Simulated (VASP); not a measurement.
# As: single point with LDA

Crystal: As.

```
As
1.0
     2.70368    0.00000    0.00000
     0.00000    2.70368    0.00000
     0.00000    0.00000    2.70368
As
1
Direct
  0.50000 0.50000 0.50000
```

```yaml
Program: VASP 6.6.1
Task: single point
Functional: LDA
Potentials_or_basis: VASP PAW LDA potentials, release 64 (As)
Cutoff: 520 eV
k_mesh: 10 × 10 × 10
Occupations: fermi-dirac, width 0.05 eV
Spin: no spin polarisation
Dipole_correction: no
Further_INCAR_settings: ALGO = Normal; EDIFF = 1e-07; NBANDS = 8
```

| Quantity | Value |
| --- | --- |
| Pressure | -2.9 GPa |

Levels at points of the mesh, in eV from the Fermi level:
```tsv
k point	band 1	band 2	band 3	band 4	band 5	band 6
(0.00, 0.00, 0.00)	-14.92	4.17	4.17	4.17	8.65	8.65
(0.50, 0.00, 0.00)	-11.79	-6.86	6.44	6.44	11.34	14.09
(0.50, 0.50, 0.00)	-8.54	-4.18	-4.18	2.56	8.57	16.56
(0.50, 0.50, 0.50)	-4.96	-1.75	-1.75	-1.75	6.04	6.04
```

Wall time 11 s on 1 thread of Intel Xeon 6975P-C, with other jobs on the host, peak memory 0.09 GiB.
